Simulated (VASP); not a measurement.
## Ir: single point with r2SCAN

The system is Ir.

```
Ir
1.0
     2.71419    0.00000    0.00000
    -1.35710    2.35056    0.00000
     0.00000    0.00000    4.40198
Ir
2
Direct
  0.33333 0.66667 0.25000
  0.66667 0.33333 0.75000
```

```yaml
Program: VASP 6.6.1
Task: single point
Functional: r2SCAN
Potentials_or_basis: VASP PAW PBE potentials, release 64 (Ir_sv_GW)
Cutoff: 550 eV
k_mesh: 11 × 11 × 6
Occupations: fermi-dirac, width 0.05 eV
Spin: no spin polarisation
```

```json
{
 "Pressure": "4.1 GPa",
 "Band gap on the k mesh": "zero (band 17 reaches 13.96 eV, above the bottom of band 18 at 10.55 eV)"
}
```

Stress tensor (GPa, compression positive):
```
4.17 0.00 0.00
0.00 4.17 0.00
0.00 0.00 3.90
```

Levels at points of the mesh, in eV from the Fermi level:
| k point | band 14 | band 15 | band 16 | band 17 | band 18 | band 19 | band 20 | band 21 |
| --- | --- | --- | --- | --- | --- | --- | --- | --- |
| (0.00, 0.00, 0.00) | -3.35 | -3.35 | -2.52 | -2.52 | -0.79 | 0.30 | 0.30 | 7.58 |
| (0.00, 0.00, 0.50) | -4.16 | -4.16 | -4.16 | -0.49 | -0.49 | -0.49 | -0.49 | 13.87 |

Wall time 2.1 min on 1 thread of AMD EPYC 9R45 96-Core Processor (Zen 5), with other jobs on the host, peak memory 0.16 GiB.

Caveat: the PAW data sets were made with another functional, which shifts forces and pressure a little; spin-orbit coupling is left out, which moves the levels of the heavy elements.
